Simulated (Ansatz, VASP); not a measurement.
# SnS2: VASP beside Ansatz

The input POSCAR:

```
SnS2
1.0
    3.6607548086      0.0000000000      0.0000000000
   -1.8303774043      3.1703066613      0.0000000000
    0.0000000000      0.0000000000      5.9617808839
Sn S
1 2
Direct
    0.0000000000      0.0000000000      0.0000000000
    0.3333333333      0.6666666667      0.2455905344
    0.6666666667      0.3333333333      0.7544094656
```

The input INCAR.step1:

```
PREC     = Accurate       # precision mode
ENCUT    = 400            # plane-wave cutoff, eV
EDIFF    = 1E-5           # SCF threshold, eV
ISMEAR   = 0              # smearing method
SIGMA    = 0.01           # smearing width, eV
LREAL    = False          # projectors in reciprocal space
LASPH    = True           # aspherical terms in the spheres
NELM     = 120            # most SCF steps
ALGO     = Normal         # electronic algorithm
ISIF     = 2              # what is computed and relaxed
LWAVE    = True           # write WAVECAR
LCHARG   = False          # write CHGCAR
GGA      = PE             # functional
NBANDS   = 20             # bands
GGA_COMPAT= False
```

File INCAR.step2:

```
PREC     = Accurate       # precision mode
ENCUT    = 400            # plane-wave cutoff, eV
EDIFF    = 1E-6           # SCF threshold, eV
ISMEAR   = 0              # smearing method
SIGMA    = 0.01           # smearing width, eV
LREAL    = False          # projectors in reciprocal space
LASPH    = True           # aspherical terms in the spheres
NELM     = 120            # most SCF steps
ALGO     = Normal         # electronic algorithm
ISIF     = 2              # what is computed and relaxed
LWAVE    = False          # write WAVECAR
LCHARG   = False          # write CHGCAR
GGA      = PE             # functional
LHFCALC  = True           # exact exchange
AEXX     = 0.75           # exact-exchange fraction
HFSCREEN = 0.5            # screening, 1/A
PRECFOCK = Normal       
ISTART   = 1            
NBANDS   = 20             # bands
GGA_COMPAT= False
```

File KPOINTS:

```
regular mesh
0
Gamma
  6 6 2
```

Input for Ansatz:

```yaml
crystal:
  lattice:
    - [3.6607548086, 0.0, 0.0]
    - [-1.8303774043, 3.1703066613, 0.0]
    - [0.0, 0.0, 5.9617808839]
  atoms:
    - { symbol: Sn, position: [0.0, 0.0, 0.0] }
    - { symbol: S, position: [0.3333333333, 0.6666666667, 0.2455905344] }
    - { symbol: S, position: [0.6666666667, 0.3333333333, 0.7544094656] }
kpoints:
  mp_grid: { grid: [6, 6, 2] }
hamiltonian:
  xc: { exchange: pbe, correlation: pbe, exx: { coeff: 0.75, omega: 0.5 } }
scf:
  occupations: { method: fixed }
  n_extra_bands: 4
output:
  forces: true
  stress: true
  eigenvalues: true
```

Alike in both runs: task single point; functional PBE-based screened hybrid; k mesh 6 × 6 × 2; no spin polarisation.

```csv
,VASP,Ansatz
version,VASP 6.6.1,Ansatz 0.2.0
potentials or method,"VASP PAW PBE potentials, release 64 (Sn_d, S)",plane waves
plane-wave cutoff (eV),400,420
occupations,"gaussian, width 0.01 eV",fixed
valence electrons in the cell,26,26
```

Ansatz gave:

```
gap on the k mesh at the Fermi level (eV)                     : 2.88
pressure (GPa)                                                : -3.2
traceless stress, the component that is largest in VASP (GPa) : -0.23
rms of the force components (eV/Å)                            : 0.334
```

What did VASP give for the same quantities?

gap on the k mesh at the Fermi level (eV): 2.87; pressure (GPa): -3.4; traceless stress, the component that is largest in VASP (GPa): -0.24; rms of the force components (eV/Å): 0.341.

VASP's potentials were made for PBE, not for PBE-based screened hybrid. Atom by atom the forces differ by 0.007 eV/Å (rms over components). Ansatz's warnings: stress exchange threshold loose, stress scf threshold loose.

The k mesh is coarse, so the values compare programs but aren't converged.
